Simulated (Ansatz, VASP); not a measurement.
Two plane-wave programs on SiMo3

```xyz
8
Lattice="4.9065 0.0000 0.0000 0.0000 4.9065 0.0000 0.0000 0.0000 4.9065" Properties=species:S:1:pos:R:3 pbc="T T T"
Si    0.0433    0.0433    0.0433
Si    2.4965    2.4965    2.4965
Mo    1.2266    0.0000    2.4532
Mo    2.4532    3.6798    0.0000
Mo    3.6798    0.0000    2.4532
Mo    2.4532    1.2266    0.0000
Mo    0.0000    2.4532    3.6798
Mo    0.0000    2.4532    1.2266
```

Change from the starting cell: all Si atoms moved +0.075 Å, as atom 1 along Cartesian [1 1 1].

Alike in both runs: task single point; functional PBE; k mesh 8 × 8 × 8; occupations gaussian, width 0.15 eV; no spin polarisation.

|  | VASP | Ansatz |
| --- | --- | --- |
| version | VASP 6.6.1 | Ansatz 0.2.0 |
| potentials or method | VASP PAW PBE potentials, release 64 (Si, Mo_sv), cutoff 520 eV | scalar-relativistic, plane waves, PAW |
| valence electrons in the cell | 92 | 92 |

|  | VASP | Ansatz | Ansatz less VASP |
| --- | --- | --- | --- |
| gap on the k mesh at the Fermi level (eV) | none | none | - |
| pressure (GPa) | 0.7 | 0.3 | -0.48 |
| traceless stress, the component that is largest in VASP (GPa) | 0.06 | 0.06 | 0.000 |
| rms of the force components (eV/Å) | 0.220 | 0.220 | -0.0005 |

Atom by atom the forces differ by 0.000 eV/Å (rms over components). A gap of «none» marks a metal or a gap that the smearing closes. The functional is the same, so the differences come from potentials, cutoffs and numerics.
